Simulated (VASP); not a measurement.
Here is a VASP 6.6.1 calculation.

The input INCAR:

```
PREC = Accurate ; ENCUT = 500
EDIFF = 1E-6 ; ISMEAR = -1
SIGMA = 0.15 ; LREAL = F
LASPH = T ; NELM = 200
ALGO = Normal ; ISIF = 2
LWAVE = F ; LCHARG = F
ISPIN = 2 ; MAGMOM = 0 3
LORBIT = 11 ; LMAXMIX = 4
GGA = PE ; NBANDS = 21
GGA_COMPAT = F
```

Contents of KPOINTS:

```
Automatic mesh
0
Gamma
  3 3 1
```

File POSCAR:

```
VI
1.0
    3.3048210000      0.0544260000      0.0971190000
   -1.6052760000      2.8610240000     -0.0516020000
    0.1585940000     -0.0057370000      5.5461410000
I V
1 1
Direct
    0.5496610000      0.9042740000      0.5799510000
    0.7672300000      1.6649490000      1.2293440000
```

Potentials or basis: VASP PAW PBE potentials, release 64 (I, V_sv).

The run is started by

```sh
$ cat potpaw_PBE.64/I/POTCAR potpaw_PBE.64/V_sv/POTCAR > POTCAR
$ mpirun -np 1 vasp_std > vasp.out
```

Question: What does it give for the site moments?

Answer: I -0.09; V +2.21 μB.

Question: Estimate the largest force.

Answer: 4.213 eV/Å.

Stress tensor (GPa, compression positive):
```
 14.92  -6.20 -14.12
 -6.20   8.63   9.31
-14.12   9.31  20.14
```

Caveat: the k points lie up to 1.13 Å⁻¹ apart, too coarse for converged energies, forces and pressures; forces of over 1 eV/Å act on the atoms, so gaps and moduli don't describe the material at rest.
